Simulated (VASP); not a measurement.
Input of a VASP 6.6.1 run:

Contents of INCAR:

```
PREC = Accurate
ENCUT = 500
EDIFF = 1E-6
ISMEAR = 0
SIGMA = 0.1
LREAL = F
LASPH = T
NELM = 120
ALGO = Normal
ISIF = 2
LWAVE = F
LCHARG = F
GGA = CA
NBANDS = 11
GGA_COMPAT = F
```

Contents of KPOINTS:

```
regular mesh
0
Gamma
  6 6 6
```

Contents of POSCAR:

```
AlP
1.0
    0.0000000000      2.7320000000      2.7320000000
    2.7320000000      0.0000000000      2.7320000000
    2.7320000000      2.7320000000      0.0000000000
Al P
1 1
Direct
    0.0000000000      0.0000000000      0.0000000000
    0.2500000000      0.2500000000      0.2500000000
```

Potentials or basis: VASP PAW LDA potentials, release 64 (Al, P).

Launch:

```bash
$ cat potpaw_LDA.64/Al/POTCAR potpaw_LDA.64/P/POTCAR > POTCAR
$ mpirun -np 1 vasp_std > vasp.out
```

(1) What does it give for the band gap on the k mesh?

(2) Estimate the pressure.

Results:

(1) 1.44 eV, indirect (least direct gap 3.10 eV).

(2) -1.4 GPa.
